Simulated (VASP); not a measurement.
# GaN (F-43m) in VASP: a series of runs, part 3 of 3

VASP 6.6.1.

## Step 6: Relaxation of cell and atoms, PBEsol, target pressure 15 GPa, at which the enthalpy is minimised

Contents of INCAR:

```
SYSTEM = GaN
PREC     = Accurate       ! precision mode
ENCUT    = 600            ! plane-wave cutoff, eV
EDIFF    = 1E-6           ! SCF threshold, eV
ISMEAR   = 0              ! smearing method
SIGMA    = 0.01           ! smearing width, eV
LREAL    = .FALSE.        ! projectors in reciprocal space
LASPH    = .TRUE.         ! aspherical terms in the spheres
NELM     = 60             ! most SCF steps
ALGO     = Normal         ! electronic algorithm
ISIF     = 3              ! what is computed and relaxed
LWAVE    = .FALSE.        ! write WAVECAR
LCHARG   = .FALSE.        ! write CHGCAR
GGA      = PS             ! functional
IBRION   = 2              ! ionic algorithm
NSW      = 100            ! ionic steps
EDIFFG   = -0.002         ! ionic threshold
PSTRESS  = 150.0
```

Contents of KPOINTS:

```
Automatic mesh
0
G
  10 10 10
  0 0 0
```

Contents of POSCAR:

```
GaN
1.0
    0.0000000000      2.2491407153      2.2491407153
    2.2491407153      0.0000000000      2.2491407153
    2.2491407153      2.2491407153      0.0000000000
Ga N
1 1
Direct
    0.0000000000      0.0000000000      0.0000000000
    0.2500000000      0.2500000000      0.2500000000
```

Potentials or basis: VASP PAW PBE potentials, release 64 (Ga_d, N).

On the command line:

```sh
cat potpaw_PBE.64/Ga_d/POTCAR potpaw_PBE.64/N/POTCAR > POTCAR
mpirun -np 1 vasp_std > vasp.out
```

OUTCAR:

```text
SYSTEM = GaN
   PREC = Accurate
   ENCUT = 600
   EDIFF = 1E-6
   ISMEAR = 0
   LREAL = .FALSE.
   LASPH = .TRUE.
   NELM = 60
   ISIF = 3
   GGA = PS
   IBRION = 2
   NSW = 100
   EDIFFG = -0.002
   PSTRESS = 150.0

 ion  position               nearest neighbor table
   1  0.000  0.000  0.000-   2 1.95   2 1.95   2 1.95   2 1.95
   2  0.250  0.250  0.250-   1 1.95   1 1.95   1 1.95   1 1.95

  LATTYP: Found a face centered cubic cell.
 ALAT       =     4.4982814306

  Lattice vectors:

 A1 = (   0.0000000000,   2.2491407153,   2.2491407153)
 A2 = (   2.2491407153,   0.0000000000,   2.2491407153)
 A3 = (   2.2491407153,   2.2491407153,   0.0000000000)

Analysis of symmetry for initial positions (statically):
=====================================================================
 Subroutine PRICEL returns:
 Original cell was already a primitive cell.

 Routine SETGRP: Setting up the symmetry group for a
 face centered cubic supercell.

[... 374 lines left out ...]
 fundamental gap:      2.1733188136
 Fermi energy:         6.1080137963

 k-point     1 :       0.0000    0.0000    0.0000
  band No.  band energies     occupation
      1     -10.6039      2.00000
      2      -7.4774      2.00000
      3      -7.4774      2.00000
      4      -7.4774      2.00000
      5      -7.0650      2.00000
      6      -7.0650      2.00000
      7       6.0237      2.00000
      8       6.0237      2.00000
      9       6.0237      2.00000
     10       8.1970      0.00000
     11      16.7052      0.00000
     12      16.7052      0.00000
     13      16.7052      0.00000
[... 354 lines left out ...]
  band No.  band energies     occupation
      1      -9.3313      2.00000
      2      -7.3370      2.00000
      3      -7.1940      2.00000
      4      -7.1917      2.00000
      5      -6.9893      2.00000
      6      -6.2413      2.00000
      7       0.7958      2.00000
      8       3.2706      2.00000
      9       3.6223      2.00000
     10      10.4827      0.00000
     11      13.6463      0.00000
     12      17.1179      0.00000
     13      19.4845      0.00000

 [... further k-points ...]
[... 5 lines left out ...]
  --------------------------------------------------------------------------------------
  -------------------------------------------------------------------------------------
  Total        1.9839616      1.9839616      1.9839616     -0.0000000     -0.0000000     -0.0000000
  in kB      149.9528650    149.9528650    149.9528650     -0.0000000     -0.0000000     -0.0000000
  external PRESSURE =      -0.0471350 kB  Pullay stress =     150.0000000 kB
[... 21 lines left out ...]
  energy  without entropy=      -13.0577840827  energy(sigma->0) =      -13.05778408

  enthalpy is  TOTEN    =       -11.0731988746 eV   P V=        1.9845852082

 reached required accuracy - stopping structural energy minimisation
```

OSZICAR:

```text
N       E                     dE             d eps       ncg     rms          rms(c)
DAV:   1     0.874516508475E+02    0.87452E+02   -0.10534E+04  1310   0.264E+03
DAV:   2    -0.750236799601E+01   -0.94954E+02   -0.88268E+02  1367   0.372E+02
DAV:   3    -0.148142421400E+02   -0.73119E+01   -0.72636E+01  1382   0.940E+01
[... 107 lines left out ...]
DAV:   2    -0.130579230893E+02    0.15763E-05   -0.25410E-06  1197   0.586E-02    0.388E-03
DAV:   3    -0.130579226725E+02    0.41679E-06   -0.41619E-07   616   0.267E-02
  16 F= -.11073199E+02 E0= -.11073199E+02  d E =-.748167E-04
       N       E                     dE             d eps       ncg     rms          rms(c)
DAV:   1    -0.130577846659E+02    0.13842E-03   -0.93247E-06  1462   0.900E-02    0.524E-03
DAV:   2    -0.130577840827E+02    0.58317E-06   -0.85860E-07   611   0.346E-02
  17 F= -.11073199E+02 E0= -.11073199E+02  d E =-.746124E-04
```

Wall time 3.7 min (1 thread of Intel Xeon 8259CL, shared host); peak memory 0.18 GiB.

Results:

```
Free energy                                                : -13.0578 eV
Relaxed volume                                             : 10.60 Å³/atom
Relaxed cell                                               : a = 3.106 Å, b = 3.106 Å, c = 3.106 Å, α = 60.00°, β = 60.00°, γ = 60.00°
Space group after relaxing (to 0.1 Å)                      : F-43m (No. 216)
Energy change on relaxing (the run minimises the enthalpy) : +33.2 meV/atom
Ionic steps                                                : 17
Pressure after relaxing                                    : 15.0 GPa
Band gap on the k mesh                                     : 2.17 eV
```

The path:
```tsv
step	energy change (eV)	largest force (eV/Å)	pressure (GPa)	volume (Å³)
1	0.0000	0.0000	-0.43	22.76
2	0.3919	0.0000	42.93	19.33
3	0.0629	0.0000	16.01	21.24
4	0.0554	0.0000	13.47	21.32
5	0.0599	0.0000	14.26	21.27
6	0.0604	0.0000	14.25	21.26
7	0.0620	0.0000	14.50	21.25
8	0.0621	0.0000	14.47	21.25
9	0.0623	0.0000	14.59	21.24
10	0.0626	0.0000	14.70	21.24
11	0.0633	0.0000	14.61	21.23
12	0.0648	0.0000	14.85	21.22
13	0.0677	0.0000	15.24	21.18
14	0.0659	0.0000	14.94	21.20
15	0.0666	0.0000	15.03	21.20
16	0.0663	0.0000	14.93	21.20
17	0.0665	0.0000	15.00	21.20
```

Final structure:
```
Ga N
1.0
     0.00000    2.19661    2.19661
     2.19661    0.00000    2.19661
     2.19661    2.19661    0.00000
Ga N
1 1
Direct
  0.00000 0.00000 0.00000
  0.25000 0.25000 0.25000
```

Levels at points of the mesh, in eV from the valence-band top:
```csv
k point,band 7,band 8,band 9,band 10,band 11,band 12
"(0.00, 0.00, 0.00)",0.00,0.00,0.00,2.17,10.68,10.68
"(0.50, 0.00, 0.00)",-7.65,-1.08,-1.08,5.09,9.01,10.66
"(0.50, 0.50, 0.00)",-6.51,-3.02,-3.02,3.24,6.99,12.15
```

Caveat: the cell is relaxed towards a set pressure, so the run minimises the enthalpy, not the energy; the PAW data sets were made with another functional, which shifts forces and pressure a little.

## Step 7: The runs side by side

| cell | gap on the mesh (eV) | pressure (GPa) |
| --- | --- | --- |
| relaxed to 2 GPa | 1.80 | 2.0 |
| relaxed to 4 GPa | 1.86 | 4.0 |
| relaxed to 7 GPa | 1.95 | 7.0 |
| relaxed to 10 GPa | 2.04 | 10.0 |
| relaxed to 15 GPa | 2.17 | 15.0 |

Alike in all rows: task relaxation of cell and atoms; level PBEsol; potentials or basis VASP PAW PBE potentials, release 64 (Ga_d, N); no spin polarisation; k mesh 10 × 10 × 10; cutoff (eV) 600; smearing gaussian 0.01 eV.

Caveats: the cell is relaxed towards a set pressure, so the run minimises the enthalpy, not the energy; the PAW data sets were made with another functional, which shifts forces and pressure a little.

Total energies depend on the potentials used, so only differences within one code and one set of settings carry meaning.
